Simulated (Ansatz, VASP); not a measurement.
## One calculation of W, two programs

The input INCAR:

```
SYSTEM = W
ALGO = Normal ; EDIFF = 1E-6
ENCUT = 520 ; GGA = PS
ISIF = 2 ; ISMEAR = 0
LASPH = .TRUE. ; LCHARG = .FALSE.
LREAL = .FALSE. ; LWAVE = .FALSE.
NBANDS = 13 ; NELM = 80
PREC = Accurate ; SIGMA = 0.15
```

KPOINTS

```
k-points
0
G
  20 20 20
  0 0 0
```

Contents of POSCAR:

```
W
1.0
    0.0000000000      1.8777500000      2.0300000000
    2.0300000000      0.0000000000      2.0300000000
    2.0300000000      1.8777500000      0.0000000000
W
1
Direct
    0.0000000000      0.0000000000      0.0000000000
```

Input for Ansatz:

```yaml
crystal:
  lattice:
    - [0.0, 1.87775, 2.03]
    - [2.03, 0.0, 2.03]
    - [2.03, 1.87775, 0.0]
  atoms:
    - { symbol: W, position: [0.0, 0.0, 0.0] }
basis:
  ecutwfc: 420
kpoints:
  mp_grid: { grid: [20, 20, 20] }
hamiltonian:
  xc: pbesol
scf:
  occupations: { method: gaussian, width: 0.15 }
output:
  forces: true
  stress: true
  eigenvalues: true
```

Change from the starting cell: strain -0.0750 x Voigt [0, 1, 0, 0, 0, 0], atoms carried along.

Alike in both runs: task single point; functional PBEsol; k mesh 20 × 20 × 20; occupations gaussian, width 0.15 eV; no spin polarisation.

|  | VASP | Ansatz |
| --- | --- | --- |
| version | VASP 6.6.1 | Ansatz 0.2.0 |
| potentials or method | VASP PAW PBE potentials, release 64 (W_sv), cutoff 520 eV | scalar-relativistic, plane waves, PAW |
| valence electrons in the cell | 14 | 14 |

Ansatz gave:

* gap on the k mesh at the Fermi level (eV): none
* pressure (GPa): 10.1
* traceless stress, the component that is largest in VASP (GPa): -15.86

What did VASP give for the same quantities?

gap on the k mesh at the Fermi level (eV): none; pressure (GPa): 10.9; traceless stress, the component that is largest in VASP (GPa): -15.97.

VASP's potentials were made for PBE, not for PBEsol. A gap of «none» marks a metal or a gap that the smearing closes.

Spin-orbit coupling is off throughout.
